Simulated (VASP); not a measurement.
# Ta (P6_3/mmc) in VASP: notebook

Ta is run at these levels: BLYP; tasks: single point.

Program: VASP 6.6.1. These are calculated values, not measurements. Logs are shortened: lines on timing, memory, paths and dates and some standing lists are left out, and cuts for length are marked.

## (1) The cell of the first run

It takes space group P6_3/mmc (No. 194, hexagonal). The conventional cell has a = 2.941 Å, b = 2.941 Å, c = 10.349 Å, α = 90.00°, β = 90.00°, γ = 120.00°. Within 3.9 Å of Ta (site symmetry -3m) lie 12 Ta at 2.94 to 3.09 Å. Within 3.9 Å of Ta (site symmetry -6m2) lie 12 Ta at 2.94 to 3.09 Å.

## (2) Single point, BLYP

Input file INCAR:

```
PREC     = Accurate       # precision mode
ENCUT    = 520            # plane-wave cutoff, eV
EDIFF    = 1E-6           # SCF threshold, eV
ISMEAR   = -1             # smearing method
SIGMA    = 0.1            # smearing width, eV
LREAL    = F              # projectors in reciprocal space
LASPH    = T              # aspherical terms in the spheres
NELM     = 100            # most SCF steps
ALGO     = Normal         # electronic algorithm
ISIF     = 2              # what is computed and relaxed
LWAVE    = F              # write WAVECAR
LCHARG   = T              # write CHGCAR
GGA      = B5             # functional
ALDAX    = 1.0          
AGGAX    = 1.0          
AGGAC    = 1.0          
ALDAC    = 0.0          
LELF     = T              # ELF
LVHAR    = T            
NBANDS   = 30             # bands
```

Input file KPOINTS:

```
Automatic mesh
0
Gamma
  12 12 4
```

Input file POSCAR:

```
Ta
1.0
    2.9412570826      0.0000000000      0.0000000000
   -1.4706285413      2.5472033526      0.0000000000
    0.0000000000      0.0000000000     10.3485966265
Ta
4
Direct
    1.0000000000      1.0000000000      1.0000000000
    0.0000000000      0.0000000000      0.5000000000
    0.3333333333      0.6666666667      0.2500000000
    0.6666666667      0.3333333333      0.7500000000
```

Potentials or basis: VASP PAW PBE potentials, release 64 (Ta_pv).

Command:

```sh
> cat potpaw_PBE.64/Ta_pv/POTCAR > POTCAR
> mpirun -np 1 vasp_std > vasp.out
```

OUTCAR:

```text
PREC = Accurate
   ENCUT = 520
   EDIFF = 1E-6
   ISMEAR = -1
   LREAL = F
   LASPH = T
   NELM = 100
   ISIF = 2
   GGA = B5

 ion  position               nearest neighbor table
   1  0.000  0.000  0.000-   3 3.09   4 3.09   4 3.09   3 3.09   4 3.09   3 3.09
   2  0.000  0.000  0.500-   3 3.09   4 3.09   4 3.09   3 3.09   4 3.09   3 3.09
   3  0.333  0.667  0.250-   1 3.09   2 3.09   1 3.09   2 3.09   1 3.09   2 3.09
   4  0.667  0.333  0.750-   1 3.09   2 3.09   1 3.09   2 3.09   1 3.09   2 3.09

  LATTYP: Found a hexagonal cell.
 ALAT       =     2.9412570826
 C/A-ratio  =     3.5184264197

  Lattice vectors:

 A1 = (   2.9412570826,   0.0000000000,   0.0000000000)
 A2 = (  -1.4706285413,   2.5472033526,   0.0000000000)
 A3 = (   0.0000000000,   0.0000000000,  10.3485966265)

Analysis of symmetry for initial positions (statically):
=====================================================================
 Subroutine PRICEL returns:
 Original cell was already a primitive cell.

 Routine SETGRP: Setting up the symmetry group for a
 hexagonal supercell.

 Subroutine GETGRP returns: Found 24 space group operations
 (whereof 12 operations were pure point group operations)
 out of a pool of 24 trial point group operations.

The static configuration has the point symmetry D_3d.
 The point group associated with its full space group is D_6h.

Analysis of symmetry for dynamics (positions and initial velocities):
=====================================================================
 Subroutine PRICEL returns:
 Original cell was already a primitive cell.

 Routine SETGRP: Setting up the symmetry group for a
 hexagonal supercell.

 Subroutine GETGRP returns: Found 24 space group operations
 (whereof 12 operations were pure point group operations)
 out of a pool of 24 trial point group operations.

The dynamic configuration has the point symmetry D_3d.
 The point group associated with its full space group is D_6h.

 Subroutine INISYM returns: Found 24 space group operations
 (whereof 12 operations are pure point group operations),
 and found     1 'primitive' translations

----------------------------------------------------------------------------------------

                                     Primitive cell

  volume of cell :      77.5315

  direct lattice vectors                    reciprocal lattice vectors
     2.941257083  0.000000000  0.000000000     0.339990682  0.196293711  0.000000000
    -1.470628541  2.547203353  0.000000000     0.000000000  0.392587423  0.000000000
     0.000000000  0.000000000 10.348596626     0.000000000  0.000000000  0.096631460

  length of vectors
     2.941257083  2.941257083 10.348596626     0.392587423  0.392587423  0.096631460

  position of ions in fractional coordinates (direct lattice)
     0.000000000  0.000000000  0.000000000
     0.000000000  0.000000000  0.500000000
     0.333333333  0.666666667  0.250000000
     0.666666667  0.333333333  0.750000000

  ion indices of the primitive-cell ions
   primitive index   ion index
                 1           1
                 2           2
                 3           3
                 4           4

----------------------------------------------------------------------------------------

 KPOINTS: Automatic mesh

Automatic generation of k-mesh.
 Grid dimensions read from file:
 generate k-points for:   12   12    4

 Generating k-lattice:

  Cartesian coordinates                     Fractional coordinates (reciprocal lattice)
     0.028332557  0.016357809  0.000000000     0.083333333 -0.000000000  0.000000000
     0.000000000  0.032715619  0.000000000     0.000000000  0.083333333  0.000000000
     0.000000000  0.000000000  0.024157865     0.000000000  0.000000000  0.250000000

  Length of vectors
     0.032715619  0.032715619  0.024157865

  Shift w.r.t. Gamma in fractional coordinates (k-lattice)
     0.000000000  0.000000000  0.000000000

 Subroutine IBZKPT returns following result:
 ===========================================

 Found     57 irreducible k-points:

 Following reciprocal coordinates:
            Coordinates               Weight
  0.000000  0.000000  0.000000      1.000000
  0.083333 -0.000000  0.000000      6.000000
  0.166667 -0.000000  0.000000      6.000000
  0.250000  0.000000  0.000000      6.000000
  0.333333 -0.000000  0.000000      6.000000
  0.416667 -0.000000  0.000000      6.000000
[... 16 lines left out ...]
  0.250000  0.000000  0.250000     12.000000
  0.333333 -0.000000  0.250000     12.000000
 [... further k-points ...]
   k-points           NKPTS =     57   k-points in BZ     NKDIM =     57   number of bands    NBANDS=     30
   number of dos      NEDOS =    301   number of ions     NIONS =      4
   total plane-waves  NPLWV =  46080
   dimension x,y,z NGX =    24 NGY =   24 NGZ =   80
   dimension x,y,z NGXF=    48 NGYF=   48 NGZF=  160
   ions per type =               4
   NGX,Y,Z   is equivalent  to a cutoff of  13.57, 13.57, 12.85 a.u.
   NGXF,Y,Z  is equivalent  to a cutoff of  27.13, 27.13, 25.70 a.u.
 SYSTEM =  unknown system
   PREC   = accura    normal or accurate (medium, high low for compatibility)
   ISTART =      0    job   : 0-new  1-cont  2-samecut
   ICHARG =      2    charge: 1-file 2-atom 10-const
   ISPIN  =      1    spin polarized calculation?
   LNONCOLLINEAR =      F non collinear calculations
   LSORBIT =      F    spin-orbit coupling
   LASPH  =      T    aspherical Exc in radial PAW
   ENCUT  =  520.0 eV  38.22 Ry    6.18 a.u.   5.47  5.47 19.24*2*pi/ulx,y,z
   NELM   =    100;   NELMIN=  2; NELMDL= -5     # of ELM steps
   EDIFF  = 0.1E-05   stopping-criterion for ELM
   LREAL  =      F    real-space projection
   EDIFFG = 0.1E-04   stopping-criterion for IOM
   NSW    =      0    number of steps for IOM
   IBRION =     -1    ionic relax: 0-MD 1-quasi-New 2-CG
   NFREE  =      0    steps in history (QN), initial steepest desc. (CG)
   ISIF   =      2    stress and relaxation
   ISYM   =      2    0-nonsym 1-usesym 2-fastsym
   POTIM  = 0.5000    time-step for ionic-motion
   TEBEG  =    0.0;   TEEND  =   0.0 temperature during run
   PSTRESS=    0.0 pullay stress
   NELECT =      44.0000    total number of electrons
   NUPDOWN=      -1.0000    fix difference up-down
   EMIN   =  10.00;   EMAX   =-10.00  energy-range for DOS
   EFERMI =   0.00;   METHOD = LEGACY
   ISMEAR =    -1;   SIGMA  =   0.10  broadening in eV -4-tet -1-fermi 0-gaus
   EFERMI_NEDOS =   21; number of points for ismear=-14 and -15
   IALGO  =     38    algorithm
   IMIX   =      4    mixing-type and parameters
     AMIX     =   0.40;   BMIX     =  1.00
     AMIX_MAG =   1.60;   BMIX_MAG =  1.00
  volume/ion in A,a.u.               =      19.38       130.80
  Fermi-wavevector in a.u.,A,eV,Ry     =   1.355397  2.561328 24.995260  1.837100
  Thomas-Fermi vector in A             =   2.482488
   LORBIT       =      0    0 simple, 1 ext, 2 COOP (PROOUT), +10 PAW based schemes
   GGA     = B5    functional components
   LHFCALC =     F    Hartree Fock is set to
   AEXX    =    0.0000 exact exchange contribution
   IVDW    =     0    specifies the selected vdW correction
   LEPSILON=     F    determine dielectric tensor
   LRPA    =     F    only Hartree local field effects (RPA)
 non-spin polarized calculation
  energy-cutoff  :      520.00
  volume of cell :       77.53
 maximum number of plane-waves:      2138
 NGX is ok and might be reduce to    24
   NGX = 11   NGY = 11   NGZ = 39

 number of electron      44.0000009 magnetization

 Free energy of the ion-electron system (eV)
  ---------------------------------------------------
  ext. energy  EPLUGINS =         0.00000000
  ---------------------------------------------------
  free energy    TOTEN  =       -40.32400548 eV

  energy without entropy =      -40.14812841  energy(sigma->0) =      -40.23606695

 E-fermi :   5.8341     XC(G=0): -11.6259

 val. band max:        5.8284350925   @ k =   0.2500   0.1667   0.5000
 cond. band min:       5.8374004153   @ k =   0.4167   0.1667   0.2500
 fundamental gap:      0.0089653228
 Fermi energy:         5.8341214836

 k-point     1 :       0.0000    0.0000    0.0000
  band No.  band energies     occupation
      1     -28.6201      2.00000
      2     -28.2756      2.00000
      3     -28.2157      2.00000
      4     -27.8485      2.00000
      5     -27.7857      2.00000
      6     -27.7857      2.00000
[... 22 lines left out ...]
     29       8.7655      0.00000
     30       8.7655      0.00000

 k-point     2 :       0.0833   -0.0000    0.0000
  band No.  band energies     occupation
      1     -28.6000      2.00000
      2     -28.2719      2.00000
      3     -28.2140      2.00000
      4     -27.8520      2.00000
      5     -27.8487      2.00000
      6     -27.8231      2.00000
[... 22 lines left out ...]
     29       8.3537      0.00000
     30       8.5048      0.00000

 k-point     3 :       0.1667   -0.0000    0.0000
  band No.  band energies     occupation
      1     -28.5433      2.00000
      2     -28.2715      2.00000
      3     -28.2265      2.00000
      4     -28.0174      2.00000
      5     -27.9566      2.00000
      6     -27.9195      2.00000
[... 22 lines left out ...]
     29       7.6591      0.00000
     30       8.0342      0.00000

 k-point     4 :       0.2500    0.0000    0.0000
  band No.  band energies     occupation
      1     -28.4625      2.00000
      2     -28.3291      2.00000
      3     -28.3264      2.00000
      4     -28.2335      2.00000
      5     -28.1499      2.00000
      6     -28.0455      2.00000
[... 22 lines left out ...]
     29       8.5924      0.00000
     30       8.7079      0.00000

 k-point     5 :       0.3333   -0.0000    0.0000
  band No.  band energies     occupation
      1     -28.5231      2.00000
      2     -28.4999      2.00000
      3     -28.4221      2.00000
      4     -28.3730      2.00000
      5     -28.3478      2.00000
      6     -28.0725      2.00000
[... 22 lines left out ...]
     29       9.9064      0.00000
     30      10.0357      0.00000
[... 526 lines left out ...]
     29       8.4894      0.00000
     30       8.6333      0.00000

 k-point    22 :       0.1667   -0.0000    0.2500
  band No.  band energies     occupation
      1     -28.5214      2.00000
      2     -28.3647      2.00000
      3     -28.1329      2.00000
      4     -28.0169      2.00000
      5     -27.9676      2.00000
      6     -27.9333      2.00000
[... 22 lines left out ...]
     29       7.8314      0.00000
     30       8.2891      0.00000

 k-point    23 :       0.2500    0.0000    0.2500
  band No.  band energies     occupation
      1     -28.4521      2.00000
      2     -28.3776      2.00000
      3     -28.2836      2.00000
      4     -28.2267      2.00000
      5     -28.1550      2.00000
      6     -28.0914      2.00000
[... 22 lines left out ...]
     29       8.5107      0.00000
     30       8.8289      0.00000

 k-point    24 :       0.3333   -0.0000    0.2500
  band No.  band energies     occupation
      1     -28.5214      2.00000
      2     -28.4921      2.00000
      3     -28.4408      2.00000
      4     -28.3979      2.00000
      5     -28.2938      2.00000
      6     -28.1381      2.00000
[... 22 lines left out ...]
     29       9.5479      0.00000
     30       9.7946      0.00000

 [... further k-points ...]
[... 5 lines left out ...]
  --------------------------------------------------------------------------------------
  -------------------------------------------------------------------------------------
  Total        0.3712528      0.3712528      0.4494359      0.0000000     -0.0000000      0.0000000
  in kB        7.6718879      7.6718879      9.2875306      0.0000000     -0.0000000      0.0000000
  external PRESSURE =       8.2104354 kB  Pullay stress =       0.0000000 kB

 VOLUME and BASIS-vectors are now :
 -----------------------------------------------------------------------------
  energy-cutoff  :      520.00
  volume of cell :       77.53
      direct lattice vectors                 reciprocal lattice vectors
     2.941257083  0.000000000  0.000000000     0.339990682  0.196293711  0.000000000
    -1.470628541  2.547203353  0.000000000     0.000000000  0.392587423  0.000000000
     0.000000000  0.000000000 10.348596626     0.000000000  0.000000000  0.096631460

 POSITION                                       TOTAL-FORCE (eV/Angst)
 -----------------------------------------------------------------------------------
      0.00000      0.00000      0.00000         0.000000      0.000000      0.000000
      0.00000      0.00000      5.17430         0.000000      0.000000      0.000000
     -0.00000      1.69814      2.58715        -0.000000      0.000000     -0.000000
      1.47063      0.84907      7.76145        -0.000000      0.000000      0.000000
 -----------------------------------------------------------------------------------
    total drift:                               -0.000000      0.000000     -0.000000

  FREE ENERGIE OF THE ION-ELECTRON SYSTEM (eV)
  ---------------------------------------------------
  free  energy   TOTEN  =       -40.3240054802 eV

  energy  without entropy=      -40.1481284110  energy(sigma->0) =      -40.23606695
```

Run time: 62 s. Hardware: 1 thread of Intel Xeon 6975P-C (Granite Rapids), shared host; peak memory 0.25 GiB.

Results:

| Property | Result |
| --- | --- |
| Free energy | -40.3240 eV |
| Pressure | 0.8 GPa |
| Band gap on the k mesh | zero (band 22 reaches 6.36 eV, above the bottom of band 23 at 5.32 eV) |

Stress tensor (GPa, compression positive):
```
0.77 0.00 0.00
0.00 0.77 0.00
0.00 0.00 0.93
```

Caveat: the PAW data sets were made with another functional, which shifts forces and pressure a little; spin-orbit coupling is left out, which moves the levels of the heavy elements.

(Part 1 of 2 ends here.)
